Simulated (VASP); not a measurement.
A run of VASP 6.6.1:

The input INCAR:

```
SYSTEM = Ag
PREC = Accurate
ENCUT = 520
EDIFF = 1E-6
ISMEAR = -1
SIGMA = 0.03
LREAL = .FALSE.
LASPH = .TRUE.
NELM = 100
ALGO = Normal
ISIF = 2
LWAVE = .FALSE.
LCHARG = .TRUE.
GGA = PS
LELF = .TRUE.
LVHAR = .TRUE.
NBANDS = 12
```

Contents of KPOINTS:

```
regular mesh
0
G
  15 15 15
  0 0 0
```

File POSCAR:

```
Ag
1.0
    0.0000000000      2.0566308579      2.0566308579
    2.0566308579      0.0000000000      2.0566308579
    2.0566308579      2.0566308579      0.0000000000
Ag
1
Direct
    0.0000000000      0.0000000000      0.0000000000
```

Potentials or basis: VASP PAW PBE potentials, release 64 (Ag).

Command:

```bash
$ cat potpaw_PBE.64/Ag/POTCAR > POTCAR
$ mpirun -np 1 vasp_std > vasp.out
```

Hardware: 1 thread of Intel Xeon 6975P-C, with other jobs on the host.

Question: How long does it take, and how much memory?

Answer: Wall time 17 s on 1 thread of Intel Xeon 6975P-C (shared host), peak memory 0.15 GiB. Counts: scf iterations 11, k points 120.
